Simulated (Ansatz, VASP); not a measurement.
One calculation of SiC, two programs

INCAR

```
  ALGO = Normal
  EDIFF = 1E-7
  EDIFFG = -0.002
  ENCUT = 600
  GGA = CA
  IBRION = 2
  ISIF = 3
  ISMEAR = 0
  LASPH = True
  LCHARG = False
  LREAL = False
  LWAVE = False
  NELM = 60
  NSW = 80
  PREC = Accurate
  SIGMA = 0.01
```

KPOINTS

```
k-points
0
Gamma
  8 8 2
```

The input POSCAR:

```
SiC
1.0
    1.5389000000     -2.6675000000      0.0000000000
    1.5389000000      2.6675000000      0.0000000000
    0.0000000000      0.0000000000     15.1219000000
Si C
6 6
Direct
    0.1673000000      0.8327000000      0.8580000000
    0.8327000000      0.1673000000      0.3580000000
    0.5007000000      0.4993000000      0.5241000000
    0.4993000000      0.5007000000      0.0241000000
    0.8357000000      0.1643000000      0.6912400000
    0.1643000000      0.8357000000      0.1912400000
    0.4960000000      0.5040000000      0.6503000000
    0.5040000000      0.4960000000      0.1503000000
    0.1600000000      0.8400000000      0.9817000000
    0.8400000000      0.1600000000      0.4817000000
    0.8290000000      0.1710000000      0.8168000000
    0.1710000000      0.8290000000      0.3168000000
```

Input for Ansatz:

```yaml
crystal:
  lattice:
    - [1.5389, -2.6675, 0.0]
    - [1.5389, 2.6675, 0.0]
    - [0.0, 0.0, 15.1219]
  atoms:
    - { symbol: Si, position: [0.1673, 0.8327, 0.858] }
    - { symbol: Si, position: [0.8327, 0.1673, 0.358] }
    - { symbol: Si, position: [0.5007, 0.4993, 0.5241] }
    - { symbol: Si, position: [0.4993, 0.5007, 0.0241] }
    - { symbol: Si, position: [0.8357, 0.1643, 0.69124] }
    - { symbol: Si, position: [0.1643, 0.8357, 0.19124] }
    - { symbol: C, position: [0.496, 0.504, 0.6503] }
    - { symbol: C, position: [0.504, 0.496, 0.1503] }
    - { symbol: C, position: [0.16, 0.84, 0.9817] }
    - { symbol: C, position: [0.84, 0.16, 0.4817] }
    - { symbol: C, position: [0.829, 0.171, 0.8168] }
    - { symbol: C, position: [0.171, 0.829, 0.3168] }
scf:
  occupations: { method: fixed }
output:
  forces: true
  stress: true
hamiltonian:
  xc: lda
kpoints:
  mp_grid: { grid: [8, 8, 2] }
relax:
  f_tol: 0.002
  cell: { stress_tol: 0.02 }
```

Alike in both runs: task relaxation of cell and atoms; functional LDA; k mesh 8 × 8 × 2; no spin polarisation.

|  | VASP | Ansatz |
| --- | --- | --- |
| version | VASP 6.6.1 | Ansatz 0.2.0 |
| potentials or method | VASP PAW LDA potentials, release 64 (Si, C) | scalar-relativistic, plane waves, PAW |
| plane-wave cutoff (eV) | 600 | 420 |
| occupations | gaussian, width 0.01 eV | fixed |
| valence electrons in the cell | 48 | 48 |

Ansatz gave:

- relaxed volume (Å³/atom): 10.14
- relaxed cell length with the largest relative difference (Å): 15.010

Problem. Which values does VASP return?

Solution. Relaxed volume (Å³/atom): 10.15; relaxed cell length with the largest relative difference (Å): 15.015.

LDA's correlation is that of Perdew and Zunger in VASP and of Perdew and Wang (1992) in Ansatz.
